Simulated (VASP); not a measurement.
A run of VASP 6.6.1:

File INCAR:

```
  ALGO = Normal
  EDIFF = 1E-6
  ENCUT = 500
  GGA = PE
  GGA_COMPAT = False
  ISIF = 2
  ISMEAR = 0
  LASPH = True
  LCHARG = False
  LMAXMIX = 6
  LREAL = False
  LWAVE = False
  NBANDS = 24
  NELM = 200
  PREC = Accurate
  SIGMA = 0.1
```

KPOINTS

```
k-points
0
Gamma
  12 12 8
```

File POSCAR:

```
NdScSb2
1.0
    3.9820960681      0.0000000000      0.0000000000
    0.0000000000      3.9820960681      0.0000000000
    0.0000000000      0.0000000000      6.6154860095
Nd Sc Sb
1 1 2
Direct
    0.5000000000      0.5000000000      0.0000000000
    0.5000000000      0.5000000000      0.5000000000
    0.0000000000      0.0000000000      0.7341207196
    0.0000000000      0.0000000000      0.2658792804
```

Potentials or basis: VASP PAW PBE potentials, release 64 (Nd_3, Sc_sv, Sb), 4f in core.

Launch:

```console
$ cat potpaw_PBE.64/Nd_3/POTCAR potpaw_PBE.64/Sc_sv/POTCAR potpaw_PBE.64/Sb/POTCAR > POTCAR
$ mpirun -np 1 vasp_std > vasp.out
```

Hardware: 1 thread of Intel(R) Xeon(R) Platinum 8488C (Sapphire Rapids) (shared host).

Task: How long does it take, and how much memory?

Result: Run time: 4.7 min on 1 thread of Intel(R) Xeon(R) Platinum 8488C (Sapphire Rapids), on a shared host, peak memory 0.47 GiB. Counts: scf iterations 16, k points 140.
